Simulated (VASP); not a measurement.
# MgB2 (P6/mmm) in VASP: a series of runs, part 2 of 2

VASP 6.6.1.

## Step 3: Relaxation of shape and atoms at fixed volume, PBE

INCAR reads:

```
SYSTEM = MgB2
PREC = Accurate ; ENCUT = 600
EDIFF = 1E-6 ; ISMEAR = 0
SIGMA = 0.05 ; LREAL = .False.
LASPH = .True. ; NELM = 60
ALGO = Normal ; ISIF = 4
LWAVE = .False. ; LCHARG = .False.
GGA = PE ; IBRION = 2
NSW = 60 ; EDIFFG = -0.01
```

KPOINTS reads:

```
Automatic mesh
0
Gamma
  14 14 12
  0 0 0
```

POSCAR reads:

```
MgB2
1.0
    3.0850000000      0.0000000000      0.0000000000
   -1.5425000000      2.6716883707      0.0000000000
    0.0000000000      0.0000000000      3.5230000000
Mg B
1 2
Direct
    0.0000000000      0.0000000000      0.0000000000
    0.3333333333      0.6666666667      0.5000000000
    0.6666666667      0.3333333333      0.5000000000
```

Potentials or basis: VASP PAW PBE potentials, release 64 (Mg, B).

The run is started by

```
cat potpaw_PBE.64/Mg/POTCAR potpaw_PBE.64/B/POTCAR > POTCAR
mpirun -np 1 vasp_std > vasp.out
```

OUTCAR:

```text
SYSTEM = MgB2
   PREC = Accurate
   ENCUT = 600
   EDIFF = 1E-6
   ISMEAR = 0
   LREAL = .False.
   LASPH = .True.
   NELM = 60
   ISIF = 4
   GGA = PE
   IBRION = 2
   NSW = 60
   EDIFFG = -0.01

 ion  position               nearest neighbor table
   1  0.000  0.000  0.000-   2 2.51   3 2.51   2 2.51   3 2.51   3 2.51   3 2.51   2 2.51   2 2.51
                             3 2.51   3 2.51   2 2.51   2 2.51
   2  0.333  0.667  0.500-   3 1.78   3 1.78   3 1.78   1 2.51   1 2.51   1 2.51   1 2.51   1 2.51
                             1 2.51
   3  0.667  0.333  0.500-   2 1.78   2 1.78   2 1.78   1 2.51   1 2.51   1 2.51   1 2.51   1 2.51
                             1 2.51

  LATTYP: Found a hexagonal cell.
 ALAT       =     3.0850000000
 C/A-ratio  =     1.1419773096

  Lattice vectors:

 A1 = (   3.0850000000,   0.0000000000,   0.0000000000)
 A2 = (  -1.5425000000,   2.6716883707,   0.0000000000)
 A3 = (   0.0000000000,   0.0000000000,   3.5230000000)

Analysis of symmetry for initial positions (statically):
=====================================================================
 Subroutine PRICEL returns:
[... 223 lines left out ...]

 val. band max:        5.2616988660   @ k =   0.1429  -0.0000   0.5000
 cond. band min:       5.2735074996   @ k =   0.0714   0.0000   0.1667
 fundamental gap:      0.0118086336
 Fermi energy:         5.2696874203

 k-point     1 :       0.0000    0.0000    0.0000
  band No.  band energies     occupation
      1      -7.1507      2.00000
      2       2.3079      2.00000
      3       5.6361      0.00000
      4       5.6361      0.00000
      5       6.8813      0.00000
      6      11.5859      0.00000
      7      11.5859      0.00000
      8      13.3714      0.00000
[... 243 lines left out ...]
 k-point    24 :       0.3571    0.2857    0.0000
  band No.  band energies     occupation
      1      -2.3313      2.00000
      2      -1.8408      2.00000
      3      -0.3272      2.00000
      4       6.6331      0.00000
      5       7.4618      0.00000
      6      11.1959      0.00000
      7      11.5418      0.00000
      8      14.1699      0.00000

 [... further k-points ...]
[... 5 lines left out ...]
  --------------------------------------------------------------------------------------
  -------------------------------------------------------------------------------------
  Total       -0.2215094     -0.2215094     -0.2049577     -0.0000000     -0.0000000     -0.0000000
  in kB      -12.2221905    -12.2221905    -11.3089222     -0.0000000     -0.0000000     -0.0000000
  external PRESSURE =     -11.9177678 kB  Pullay stress =       0.0000000 kB

 VOLUME and BASIS-vectors are now :
 -----------------------------------------------------------------------------
  energy-cutoff  :      600.00
  volume of cell :       29.04
      direct lattice vectors                 reciprocal lattice vectors
     3.082818224  0.000000000 -0.000000000     0.324378516  0.187280023 -0.000000000
    -1.541409112  2.669798897  0.000000000    -0.000000000  0.374560047 -0.000000000
     0.000000000  0.000000000  3.527988368     0.000000000  0.000000000  0.283447647

 POSITION                                       TOTAL-FORCE (eV/Angst)
 -----------------------------------------------------------------------------------
      0.00000      0.00000      0.00000         0.000000      0.000000     -0.000000
     -0.00000      1.77987      1.76399        -0.000000     -0.000000      0.000000
      1.54141      0.88993      1.76399         0.000000      0.000000     -0.000000
 -----------------------------------------------------------------------------------
    total drift:                                0.000000      0.000000     -0.000000

  FREE ENERGIE OF THE ION-ELECTRON SYSTEM (eV)
  ---------------------------------------------------
  free  energy   TOTEN  =       -15.3258642579 eV

  energy  without entropy=      -15.3249995506  energy(sigma->0) =      -15.32543190

 reached required accuracy - stopping structural energy minimisation
```

OSZICAR:

```text
N       E                     dE             d eps       ncg     rms          rms(c)
DAV:   1     0.909804849861E+01    0.90980E+01   -0.42497E+03  2816   0.948E+02
DAV:   2    -0.166124667973E+02   -0.25711E+02   -0.24566E+02  3832   0.119E+02
DAV:   3    -0.170016668983E+02   -0.38920E+00   -0.38718E+00  3520   0.172E+01
DAV:   4    -0.170026799715E+02   -0.10131E-02   -0.10131E-02  4168   0.690E-01
DAV:   5    -0.170026806148E+02   -0.64330E-06   -0.64334E-06  3536   0.121E-02    0.522E+00
DAV:   6    -0.155750766583E+02    0.14276E+01   -0.23801E+00  2912   0.848E+00    0.251E+00
DAV:   7    -0.153317965440E+02    0.24328E+00   -0.12366E+00  3296   0.599E+00    0.754E-01
DAV:   8    -0.153348116108E+02   -0.30151E-02   -0.11137E-01  3000   0.218E+00    0.385E-01
DAV:   9    -0.153259455309E+02    0.88661E-02   -0.26843E-02  3008   0.904E-01    0.711E-02
DAV:  10    -0.153257829290E+02    0.16260E-03   -0.21596E-03  3912   0.292E-01    0.276E-02
DAV:  11    -0.153257592802E+02    0.23649E-04   -0.14508E-04  3096   0.817E-02    0.243E-03
DAV:  12    -0.153257593318E+02   -0.51618E-07   -0.30731E-06  3352   0.130E-02
   1 F= -.15325759E+02 E0= -.15325355E+02  d E =-.153258E+02
       N       E                     dE             d eps       ncg     rms          rms(c)
DAV:   1    -0.153259328549E+02   -0.17357E-03   -0.28900E-03  3752   0.417E-01    0.326E-02
DAV:   2    -0.153258737242E+02    0.59131E-04   -0.12953E-04  3656   0.733E-02    0.134E-02
DAV:   3    -0.153258643390E+02    0.93852E-05   -0.38872E-05  3312   0.342E-02    0.297E-03
DAV:   4    -0.153258642579E+02    0.81097E-07   -0.19118E-06  2656   0.104E-02
   2 F= -.15325864E+02 E0= -.15325432E+02  d E =-.104926E-03
```

CONTCAR:

```text
MgB2
   1.00000000000000
     3.0828182241920863    0.0000000000000000   -0.0000000000000000
    -1.5414091120960431    2.6697988974247426    0.0000000000000000
     0.0000000000000000    0.0000000000000000    3.5279883681263797
  Mg              B
     1     2
Direct
     0.0000000000000000    0.0000000000000000    0.0000000000000000
     0.3333333332999970    0.6666666667000030    0.5000000000000000
     0.6666666667000030    0.3333333332999970    0.5000000000000000

  0.00000000E+00  0.00000000E+00  0.00000000E+00
  0.00000000E+00  0.00000000E+00  0.00000000E+00
  0.00000000E+00  0.00000000E+00  0.00000000E+00
```

Run time: 40 s. Hardware: 1 thread of Intel Xeon Platinum 8375C at 2.90GHz (Ice Lake), shared host; peak memory 0.2 GiB.

What came out:

- Free energy: -15.3259 eV
- Energy gained by relaxing: 0.0 meV/atom
- Ionic steps: 2
- Pressure after relaxing: -1.2 GPa
- Band gap on the k mesh: zero (band 4 reaches 6.63 eV, above the bottom of band 5 at 3.64 eV)

Step by step:
```tsv
step	energy change (eV)	largest force (eV/Å)	pressure (GPa)	volume (Å³)
1	0.0000	0.0000	-1.30	29.04
2	-0.0001	0.0000	-1.19	29.04
```

Final structure:
```
Mg B
1.0
     3.08282    0.00000    0.00000
    -1.54141    2.66980    0.00000
     0.00000    0.00000    3.52799
Mg B
1 2
Cartesian
  0.0000 0.0000 0.0000
  0.0000 1.7799 1.7640
  1.5414 0.8899 1.7640
```

## Step 4: Single point, PBE

This run uses another cell than the first one: it holds 24 atoms, not 3.

INCAR reads:

```
SYSTEM = MgB2
  PREC = Accurate
  ENCUT = 520
  EDIFF = 1E-6
  ISMEAR = -1
  SIGMA = 0.05
  LREAL = Auto
  LASPH = .True.
  NELM = 80
  ALGO = Normal
  ISIF = 2
  LWAVE = .False.
  LCHARG = .False.
  GGA = PE
  NBANDS = 50
```

KPOINTS reads:

```
regular mesh
0
Gamma
  6 6 4
  0 0 0
```

POSCAR reads:

```
MgB2
1.0
    6.1633866342      0.0000000000      0.0000000000
   -3.0816933171      5.3376493986      0.0000000000
    0.0000000000      0.0000000000      7.0611289472
Mg B
8 16
Direct
    0.0000000000      0.0000000000      0.0000000000
    0.0000000000      0.0000000000      0.5000000000
    0.0000000000      0.5000000000      0.0000000000
    0.0000000000      0.5000000000      0.5000000000
    0.5000000000      0.0000000000      0.0000000000
    0.5000000000      0.0000000000      0.5000000000
    0.5000000000      0.5000000000      0.0000000000
    0.5000000000      0.5000000000      0.5000000000
    0.1666666667      0.3333333333      0.2500000000
    0.3333333333      0.1666666667      0.2500000000
    0.1666666667      0.3333333333      0.7500000000
    0.3333333333      0.1666666667      0.7500000000
    0.1666666667      0.8333333333      0.2500000000
    0.3333333333      0.6666666667      0.2500000000
    0.1666666667      0.8333333333      0.7500000000
    0.3333333333      0.6666666667      0.7500000000
    0.6666666667      0.3333333333      0.2500000000
    0.8333333333      0.1666666667      0.2500000000
    0.6666666667      0.3333333333      0.7500000000
    0.8333333333      0.1666666667      0.7500000000
    0.6666666667      0.8333333333      0.2500000000
    0.8333333333      0.6666666667      0.2500000000
    0.6666666667      0.8333333333      0.7500000000
    0.8333333333      0.6666666667      0.7500000000
```

The run is started by

```
cat potpaw_PBE.64/Mg/POTCAR potpaw_PBE.64/B/POTCAR > POTCAR
mpirun -np 1 vasp_std > vasp.out
```

It took 4.7 min on 1 thread of Intel Xeon Platinum 8375C at 2.90GHz (Ice Lake), shared host; peak memory 0.43 GiB.

Results (log left out):

```yaml
Free_energy: -122.5948 eV
Pressure: -1.1 GPa
Band_gap_on_the_k_mesh: zero (band 32 reaches 5.69 eV, above the bottom of band 33 at 4.82 eV)
```

Stress tensor (GPa, compression positive):
```
-0.90  0.00  0.00
 0.00 -0.90  0.00
 0.00  0.00 -1.55
```

Levels at points of the mesh, in eV from the Fermi level:
```
           k point  band 30  band 31  band 32  band 33  band 34  band 35
(0.00, 0.00, 0.00)     0.18     0.18     0.36     0.36     0.73     0.73
(0.50, 0.00, 0.00)    -0.89    -0.09    -0.09     0.00     0.00     2.56
(0.00, 0.00, 0.50)     0.31     0.31     0.31     0.31     0.31     0.54
(0.50, 0.00, 0.50)    -1.05    -1.05    -1.05     1.40     1.40     1.40
```

## Step 5: The runs side by side

```tsv
task	cell	k mesh	cutoff (eV)	smearing	gap on the mesh (eV)	pressure (GPa)
single point	a = 3.082, b = 3.082, c = 3.531 Å, angles 90.0, 90.0, 120.0°, 3 atoms	14 × 14 × 12	520	gaussian 0.05 eV	none	-1.2
relaxation of shape and atoms at fixed volume	relaxed from a = 3.085, b = 3.085, c = 3.523 Å, angles 90.0, 90.0, 120.0°, 3 atoms	14 × 14 × 12	600	gaussian 0.05 eV	none	-1.2
single point	a = 6.163, b = 6.163, c = 7.061 Å, angles 90.0, 90.0, 120.0°, 24 atoms	6 × 6 × 4	520	fermi-dirac 0.05 eV	none	-1.1
```

Alike in all rows: level PBE; potentials or basis VASP PAW PBE potentials, release 64 (Mg, B); no spin polarisation.

Absolute energies hang on the potentials; compare differences alone.
